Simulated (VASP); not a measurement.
LiCl, 2 atoms in the cell. Symmetry: I4/mmm, No. 139, tetragonal system. Conventional cell: a = 3.560 Å, b = 3.560 Å, c = 4.727 Å, α = 90.00°, β = 90.00°, γ = 90.00°. Within 3.1 Å of Li (site symmetry 4/mmm) lie 6 Cl at 2.36 to 2.52 Å. Cl (site symmetry 4/mmm) has 6 Li at 2.36 to 2.52 Å within 3.1 Å.  This cell differs from its parent crystal: strained.

```yaml
Program: VASP 6.6.1
Task: single point
Functional: PBE
Potentials_or_basis: VASP PAW PBE potentials, release 64 (Li_sv, Cl)
Cutoff: 520 eV
k_mesh: 8 × 8 × 8
Occupations: gaussian, width 0.02 eV
Spin: no spin polarisation
Dipole_correction: no
Further_INCAR_settings: ALGO = Normal; EDIFF = 1e-06; NBANDS = 12
```

Potentials or basis: VASP PAW PBE potentials, release 64 (Li_sv, Cl).

Launch:

```console
$ cat potpaw_PBE.64/Li_sv/POTCAR potpaw_PBE.64/Cl/POTCAR > POTCAR
$ mpirun -np 1 vasp_std > vasp.out
```

Hardware: 1 thread of Intel(R) Xeon(R) Platinum 8375C CPU @ 2.90GHz (Ice Lake), on a shared host.

Question: Estimate the wall time of this run.

Answer: Wall time 26 s on 1 thread of Intel(R) Xeon(R) Platinum 8375C CPU @ 2.90GHz (Ice Lake), on a shared host, peak memory 0.16 GiB. Counts: scf iterations 11, k points 59.
